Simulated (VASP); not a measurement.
**Te8HPd4 (a cell with a defect): single point with PBEsol**

System: Te8HPd4 (a cell with a defect).

```
Te Pd H
1.0
    -2.01200    3.48489    5.11300
     4.02400    0.00000    5.11300
     4.02400    6.96977    0.00000
Te Pd H
8 4 1
Direct
  0.30181 0.94770 0.18152
  0.19604 0.52274 0.06210
  0.30111 0.95411 0.67976
  0.16183 0.52793 0.60489
  0.79406 0.45039 0.42490
  0.70391 0.01891 0.31044
  0.80114 0.45191 0.92253
  0.69856 0.02468 0.81458
  0.00338 0.98729 0.99448
  0.99769 0.98691 0.49831
  0.50397 0.48228 0.23633
  0.49802 0.48767 0.74508
  0.29082 0.41592 0.39101
```

```yaml
Program: VASP 6.6.1
Task: single point
Functional: PBEsol
Potentials_or_basis: VASP PAW PBE potentials, release 64 (Te, Pd, H)
Cutoff: 520 eV
k_mesh: 3 × 3 × 2
Occupations: fermi-dirac, width 0.05 eV
Spin: no spin polarisation
```

The pressure is 2.6 GPa and the largest force is 0.037 eV/Å. The band gap on the k mesh is zero (an odd number of electrons rules out a gap without spin polarisation).

Forces on the atoms (eV/Å):
```
Te   0.017  0.011  0.009
Te  -0.010 -0.016 -0.013
Te  -0.010  0.031  0.019
Te   0.024 -0.012 -0.003
Te   0.010  0.019  0.000
Te  -0.009 -0.008 -0.021
Te   0.006  0.012  0.025
Te  -0.012 -0.019 -0.028
Pd  -0.002  0.003 -0.007
Pd   0.001 -0.012  0.009
Pd  -0.017  0.002  0.019
Pd  -0.002 -0.014  0.025
H    0.002  0.003 -0.035
```

Stress tensor (GPa, compression positive):
```
 3.67  0.71 -0.89
 0.71  2.76 -0.40
-0.89 -0.40  1.46
```

Levels at points of the mesh, in eV from the Fermi level:
| k point | band 41 | band 42 | band 43 | band 44 | band 45 | band 46 | band 47 | band 48 |
| --- | --- | --- | --- | --- | --- | --- | --- | --- |
| (0.00, 0.00, 0.00) | -0.71 | -0.52 | -0.20 | -0.14 | 0.17 | 0.41 | 0.56 | 0.77 |
| (0.00, 0.00, 0.50) | -1.92 | -1.79 | -0.09 | -0.08 | 0.85 | 1.11 | 1.52 | 1.66 |

It took 100 s on 1 thread of AMD EPYC 9R45 96-Core Processor (Zen 5), on a shared host, peak memory 0.41 GiB.

Caveat: the k points lie up to 0.42 Å⁻¹ apart, too coarse for converged energies and pressures of a metal; the PAW data sets were made with another functional, which shifts forces and pressure a little; spin-orbit coupling is left out, which moves the levels of the heavy elements; an odd number of electrons without spin polarisation forces a metal; a magnetic or distorted state may lie lower.
